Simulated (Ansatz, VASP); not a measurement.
**One calculation of W, two programs**

```
W
1.0
    -1.59730    1.59730    1.59730
     1.59730   -1.59730    1.59730
     1.59730    1.59730   -1.59730
W
1
Direct
  0.00000 0.00000 0.00000
```

Alike in both runs: task single point; functional PBEsol; k mesh 14 × 14 × 14; occupations fermi-dirac, width 0.03 eV; no spin polarisation.

|  | VASP | Ansatz |
| --- | --- | --- |
| version | VASP 6.6.1 | Ansatz 0.2.0 |
| potentials or method | VASP PAW PBE potentials, release 64 (W_sv), cutoff 520 eV | all-electron LAPW, scalar-relativistic |

Ansatz gave:

```
pressure (GPa) : -10.8
```

Q: What did VASP give for the same quantities?

A: Pressure (GPa): -10.5.

VASP's potentials were made for PBE, not for PBEsol. Ansatz ran all-electron here, and VASP with PAW potentials.

Neither program's run includes spin-orbit coupling.
